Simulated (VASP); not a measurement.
Input of a VASP 6.6.1 run:

INCAR

```
SYSTEM = Pd
PREC = Accurate ; ENCUT = 520
EDIFF = 1E-6 ; ISMEAR = 0
SIGMA = 0.03 ; LREAL = .FALSE.
LASPH = .TRUE. ; NELM = 150
ALGO = Normal ; ISIF = 2
LWAVE = .FALSE. ; LCHARG = .FALSE.
ISPIN = 2 ; MAGMOM = 0.5
LORBIT = 11 ; LMAXMIX = 4
NBANDS = 15
```

KPOINTS

```
Automatic mesh
0
G
  14 14 14
  0 0 0
```

File POSCAR:

```
Pd
1.0
    0.0000000000      1.9202771092      1.9202771092
    1.9202771092      0.0000000000      1.9202771092
    1.9202771092      1.9202771092      0.0000000000
Pd
1
Direct
    0.0000000000      0.0000000000      0.0000000000
```

Potentials or basis: VASP PAW LDA potentials, release 64 (Pd).

The run is started by

```console
$ cat potpaw_LDA.64/Pd/POTCAR > POTCAR
$ mpirun -np 1 vasp_std > vasp.out
```

**Question.** Estimate the pressure.

**Answer.** 0.4 GPa.

**Question.** Estimate the site moments.

**Answer.** Pd +0.31 μB.

**Question.** What does it give for the net moment?

**Answer.** 0.32 μB per cell.
